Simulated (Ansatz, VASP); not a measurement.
## TaAs in VASP and in Ansatz

```
CELL_PARAMETERS angstrom
3.53216 0.00000 0.00000
0.00000 3.53216 0.00000
0.00000 0.00000 11.96928
ATOMIC_POSITIONS crystal
Ta 0.00000 0.50000 0.75006
Ta 0.50000 0.50000 0.00006
Ta 0.50000 0.00000 0.25006
Ta 0.00000 0.00000 0.50006
As 0.50000 0.00000 0.83254
As 0.00000 0.00000 0.08254
As 0.00000 0.50000 0.33254
As 0.50000 0.50000 0.58254
```

Change from the starting cell: equal strain along all axes, cell held, atoms relaxed: +2.0 %.

Alike in both runs: functional PBE; k mesh 10 × 10 × 4; occupations gaussian, width 0.1 eV; no spin polarisation.

Ansatz relaxed the structure, and its values are those at the end. VASP's run is a single point on that final structure, the one shown.

|  | VASP | Ansatz |
| --- | --- | --- |
| version | VASP 6.6.1 | Ansatz 0.2.0 |
| potentials or method | VASP PAW PBE potentials, release 64 (Ta_pv, As), cutoff 520 eV | scalar-relativistic, plane waves, PAW |
| valence electrons in the cell | 64 | 112 |

VASP gave:

* gap on the k mesh at the Fermi level (eV): 0.08
* least direct gap on the mesh (eV): 0.13
* pressure (GPa): -8.9

**Question.** Which values does Ansatz return?

**Answer.** gap on the k mesh at the Fermi level (eV): 0.08; least direct gap on the mesh (eV): 0.14; pressure (GPa): -9.2.

The functional is the same, so the differences come from potentials, cutoffs and numerics. VASP's potentials hold 64 valence electrons a cell and Ansatz's 112, so a difference there can come from the potentials and not from the codes. Ansatz's warnings: stress scf threshold loose.

Neither program's run includes spin-orbit coupling.
